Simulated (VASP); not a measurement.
# Ti (Fmmm) in VASP: further runs, part 3 of 3

VASP 6.6.1. The steps go on from the part before.

**6. Single point, PBEsol (engineering shear strain xy -0.1467, normal strain along z -0.0500)**

INCAR

```
SYSTEM = Ti
ALGO     = Fast           ! electronic algorithm
EDIFF    = 1E-6           ! SCF threshold, eV
ENCUT    = 520            ! plane-wave cutoff, eV
GGA      = PS             ! functional
ISIF     = 2              ! what is computed and relaxed
ISMEAR   = 0              ! smearing method
LASPH    = .True.         ! aspherical terms in the spheres
LCHARG   = .True.         ! write CHGCAR
LELF     = .True.         ! ELF
LREAL    = .False.        ! projectors in reciprocal space
LVHAR    = .True.       
LWAVE    = .False.        ! write WAVECAR
NBANDS   = 12             ! bands
NELM     = 60             ! most SCF steps
PREC     = Accurate       ! precision mode
SIGMA    = 0.15           ! smearing width, eV
```

KPOINTS

```
k-points
0
Gamma
  20 20 20
  0 0 0
```

POSCAR

```
Ti
1.0
   -1.7226735327      1.7226735327      1.5247028984
    1.7226735327     -1.7226735327      1.5247028984
    1.4872273061      1.4872273061     -1.5247028984
Ti
1
Direct
    0.0000000000      0.0000000000      0.0000000000
```

Potentials or basis: VASP PAW PBE potentials, release 64 (Ti_sv).

Run with:

```
$ cat potpaw_PBE.64/Ti_sv/POTCAR > POTCAR
$ mpirun -np 1 vasp_std > vasp.out
```

OUTCAR:

```text
SYSTEM = Ti
   EDIFF = 1E-6
   ENCUT = 520
   GGA = PS
   ISIF = 2
   ISMEAR = 0
   LASPH = .True.
   LREAL = .False.
   NELM = 60
   PREC = Accurate

 ion  position               nearest neighbor table
   1  0.000  0.000  0.000-

  LATTYP: Found a face centered orthorhombic cell.
 ALAT       =     3.0494057968
 B/A-ratio  =     1.3794536816
 C/A-ratio  =     1.5978380287

  Lattice vectors:

 A1 = (  -0.2354462266,   3.2099008388,   0.0000000000)
 A2 = (  -1.7226735327,   1.7226735327,   1.5247028984)
 A3 = (   1.4872273061,   1.4872273061,   1.5247028984)

Analysis of symmetry for initial positions (statically):
=====================================================================
 Subroutine PRICEL returns:
 Original cell was already a primitive cell.

 Routine SETGRP: Setting up the symmetry group for a
 face centered orthorhombic supercell.

 Subroutine GETGRP returns: Found  8 space group operations
 (whereof  8 operations were pure point group operations)
 out of a pool of  8 trial point group operations.

The static configuration has the point symmetry D_2h.

Analysis of symmetry for dynamics (positions and initial velocities):
=====================================================================
 Subroutine PRICEL returns:
 Original cell was already a primitive cell.

 Routine SETGRP: Setting up the symmetry group for a
 face centered orthorhombic supercell.

 Subroutine GETGRP returns: Found  8 space group operations
 (whereof  8 operations were pure point group operations)
 out of a pool of  8 trial point group operations.

The dynamic configuration has the point symmetry D_2h.

 Subroutine INISYM returns: Found  8 space group operations
 (whereof  8 operations are pure point group operations),
 and found     1 'primitive' translations

----------------------------------------------------------------------------------------

                                     Primitive cell

  volume of cell :      15.6252

  direct lattice vectors                    reciprocal lattice vectors
    -1.722673533  1.722673533  1.524702898     0.022974783  0.313221304  0.327932741
     1.722673533 -1.722673533  1.524702898     0.313221304  0.022974783  0.327932741
     1.487227306  1.487227306 -1.524702898     0.336196086  0.336196086  0.000000000

  length of vectors
     2.874008895  2.874008895  2.597770015     0.454065313  0.454065313  0.475453065

  position of ions in fractional coordinates (direct lattice)
     0.000000000  0.000000000  0.000000000

  ion indices of the primitive-cell ions
   primitive index   ion index
                 1           1

----------------------------------------------------------------------------------------

 KPOINTS: k-points

Automatic generation of k-mesh.
 Grid dimensions read from file:
 generate k-points for:   20   20   20

 Generating k-lattice:

  Cartesian coordinates                     Fractional coordinates (reciprocal lattice)
     0.001148739  0.015661065  0.016396637     0.050000000  0.000000000  0.000000000
     0.015661065  0.001148739  0.016396637     0.000000000  0.050000000  0.000000000
     0.016809804  0.016809804  0.000000000     0.000000000  0.000000000  0.050000000

  Length of vectors
     0.022703266  0.022703266  0.023772653

  Shift w.r.t. Gamma in fractional coordinates (k-lattice)
     0.000000000  0.000000000  0.000000000

 Subroutine IBZKPT returns following result:
 ===========================================

 Found   1166 irreducible k-points:

 Following reciprocal coordinates:
            Coordinates               Weight
  0.000000  0.000000  0.000000      1.000000
  0.050000  0.000000  0.000000      8.000000
  0.100000  0.000000  0.000000      8.000000
  0.150000 -0.000000  0.000000      8.000000
  0.200000  0.000000  0.000000      8.000000
  0.250000 -0.000000  0.000000      8.000000
[... 16 lines left out ...]
 -0.400000  0.050000 -0.000000      8.000000
 -0.350000  0.050000 -0.000000      8.000000
 [... further k-points ...]
   k-points           NKPTS =   1166   k-points in BZ     NKDIM =   1166   number of bands    NBANDS=     12
   number of dos      NEDOS =    301   number of ions     NIONS =      1
   total plane-waves  NPLWV =  11520
   dimension x,y,z NGX =    24 NGY =   24 NGZ =   20
   dimension x,y,z NGXF=    48 NGYF=   48 NGZF=   40
   ions per type =               1
   NGX,Y,Z   is equivalent  to a cutoff of  13.88, 13.88, 12.80 a.u.
   NGXF,Y,Z  is equivalent  to a cutoff of  27.77, 27.77, 25.60 a.u.
 SYSTEM =  Ti
   PREC   = accura    normal or accurate (medium, high low for compatibility)
   ISTART =      0    job   : 0-new  1-cont  2-samecut
   ICHARG =      2    charge: 1-file 2-atom 10-const
   ISPIN  =      1    spin polarized calculation?
   LNONCOLLINEAR =      F non collinear calculations
   LSORBIT =      F    spin-orbit coupling
   LASPH  =      T    aspherical Exc in radial PAW
   ENCUT  =  520.0 eV  38.22 Ry    6.18 a.u.   5.34  5.34  4.83*2*pi/ulx,y,z
   NELM   =     60;   NELMIN=  2; NELMDL= -5     # of ELM steps
   EDIFF  = 0.1E-05   stopping-criterion for ELM
   LREAL  =      F    real-space projection
   EDIFFG = 0.1E-04   stopping-criterion for IOM
   NSW    =      0    number of steps for IOM
   IBRION =     -1    ionic relax: 0-MD 1-quasi-New 2-CG
   NFREE  =      0    steps in history (QN), initial steepest desc. (CG)
   ISIF   =      2    stress and relaxation
   ISYM   =      2    0-nonsym 1-usesym 2-fastsym
   POTIM  = 0.5000    time-step for ionic-motion
   TEBEG  =    0.0;   TEEND  =   0.0 temperature during run
   PSTRESS=    0.0 pullay stress
   NELECT =      12.0000    total number of electrons
   NUPDOWN=      -1.0000    fix difference up-down
   EMIN   =  10.00;   EMAX   =-10.00  energy-range for DOS
   EFERMI =   0.00;   METHOD = LEGACY
   ISMEAR =     0;   SIGMA  =   0.15  broadening in eV -4-tet -1-fermi 0-gaus
   EFERMI_NEDOS =   21; number of points for ismear=-14 and -15
   IALGO  =     68    algorithm
   IMIX   =      4    mixing-type and parameters
     AMIX     =   0.40;   BMIX     =  1.00
     AMIX_MAG =   1.60;   BMIX_MAG =  1.00
  volume/ion in A,a.u.               =      15.63       105.44
  Fermi-wavevector in a.u.,A,eV,Ry     =   1.499202  2.833080 30.580532  2.247606
  Thomas-Fermi vector in A             =   2.610862
   LORBIT       =      0    0 simple, 1 ext, 2 COOP (PROOUT), +10 PAW based schemes
   GGA     = PS    functional components
   LHFCALC =     F    Hartree Fock is set to
   AEXX    =    0.0000 exact exchange contribution
   IVDW    =     0    specifies the selected vdW correction
   LEPSILON=     F    determine dielectric tensor
   LRPA    =     F    only Hartree local field effects (RPA)
 non-spin polarized calculation
 RMM-DIIS sequential band-by-band and
 Gauss-broadening in eV      SIGMA  =   0.15
  energy-cutoff  :      520.00
  volume of cell :       15.63
 maximum number of plane-waves:       440
 NGX is ok and might be reduce to    24
   NGX = 11   NGY = 11   NGZ =  9

 number of electron      11.9999997 magnetization

 Free energy of the ion-electron system (eV)
  ---------------------------------------------------
  ext. energy  EPLUGINS =         0.00000000
  ---------------------------------------------------
  free energy    TOTEN  =        -8.19151130 eV

  energy without entropy =       -8.17079049  energy(sigma->0) =       -8.18115090

 E-fermi :   9.0903     XC(G=0): -12.1325

 val. band max:        9.0894990645   @ k =   0.1000  -0.0000   0.4000
 cond. band min:       9.0920821075   @ k =   0.2500   0.0500   0.1000
 fundamental gap:      0.0025830430
 Fermi energy:         9.0903041109

 k-point     1 :       0.0000    0.0000    0.0000
  band No.  band energies     occupation
      1     -47.0162      2.00000
      2     -22.9448      2.00000
      3     -22.7738      2.00000
      4     -22.6303      2.00000
      5       2.9600      2.00000
      6       9.4941      0.00014
      7       9.5633      0.00001
      8      11.1067      0.00000
      9      12.2984      0.00000
     10      12.5056      0.00000
     11      25.2788      0.00000
     12      28.1319      0.00000
[... 331 lines left out ...]
 k-point    24 :      -0.3500    0.0500   -0.0000
  band No.  band energies     occupation
      1     -46.8569      2.00000
      2     -23.5034      2.00000
      3     -23.0790      2.00000
      4     -22.7314      2.00000
      5       5.8830      2.00000
      6       8.7083      1.99968
      7       9.5720      0.00001
      8      12.2551      0.00000
      9      12.3578      0.00000
     10      12.7874      0.00000
     11      22.4146      0.00000
     12      23.6731      0.00000

 [... further k-points ...]

------------------------ aborting loop because EDIFF is reached ----------------------------------------

  FORCE on cell =-STRESS in cart. coord.  units (eV):
  Direction    XX          YY          ZZ          XY          YZ          ZX
  --------------------------------------------------------------------------------------
  -------------------------------------------------------------------------------------
  Total        0.6302930      0.6302930      0.6179239      0.5013358      0.0000000      0.0000000
  in kB       64.6290102     64.6290102     63.3607105     51.4059878      0.0000000      0.0000000
  external PRESSURE =      64.2062436 kB  Pullay stress =       0.0000000 kB

 VOLUME and BASIS-vectors are now :
 -----------------------------------------------------------------------------
  energy-cutoff  :      520.00
  volume of cell :       15.63
      direct lattice vectors                 reciprocal lattice vectors
    -1.722673533  1.722673533  1.524702898     0.022974783  0.313221304  0.327932741
     1.722673533 -1.722673533  1.524702898     0.313221304  0.022974783  0.327932741
     1.487227306  1.487227306 -1.524702898     0.336196086  0.336196086  0.000000000

 POSITION                                       TOTAL-FORCE (eV/Angst)
 -----------------------------------------------------------------------------------
      0.00000      0.00000      0.00000         0.000000      0.000000      0.000000
 -----------------------------------------------------------------------------------
    total drift:                                0.000000      0.000000      0.000000

  FREE ENERGIE OF THE ION-ELECTRON SYSTEM (eV)
  ---------------------------------------------------
  free  energy   TOTEN  =        -8.1915113035 eV

  energy  without entropy=       -8.1707904875  energy(sigma->0) =       -8.18115090
```

Run time: 1.9 min. Hardware: 1 thread of Intel Xeon 6975P-C (Granite Rapids), shared host; peak memory 0.32 GiB.

Results:

```
Free energy            : -8.1915 eV
Pressure               : 6.4 GPa
Band gap on the k mesh : zero (band 6 reaches 10.11 eV, above the bottom of band 7 at 8.47 eV)
```

Stress tensor (GPa, compression positive):
```
6.46 5.14 0.00
5.14 6.46 0.00
0.00 0.00 6.34
```

Caveat: the cell differs from its parent crystal (engineering shear strain xy -0.1467, normal strain along z -0.0500); the PAW data sets were made with another functional, which shifts forces and pressure a little.

**7. Overview**

```csv
cell,gap on the mesh (eV),pressure (GPa)
"a = 3.031, b = 3.031, c = 2.631 Å, angles 110.9, 110.9, 112.4°, 1 atom",none,-4.5
"a = 2.962, b = 2.962, c = 2.695 Å, angles 110.8, 110.8, 110.7°, 1 atom",none,-4.9
"a = 2.832, b = 2.832, c = 2.551 Å, angles 106.8, 106.8, 118.7°, 1 atom",none,13.4
"a = 2.945, b = 2.945, c = 2.531 Å, angles 108.2, 108.2, 117.6°, 1 atom",none,6.8
"a = 2.874, b = 2.874, c = 2.598 Å, angles 108.1, 108.1, 115.9°, 1 atom",none,6.4
```

Alike in all rows: task single point; level PBEsol; potentials or basis VASP PAW PBE potentials, release 64 (Ti_sv); no spin polarisation; k mesh 20 × 20 × 20; cutoff (eV) 520; smearing gaussian 0.15 eV.

Caveats: the PAW data sets were made with another functional, which shifts forces and pressure a little.

Absolute energies hang on the potentials; compare differences alone.
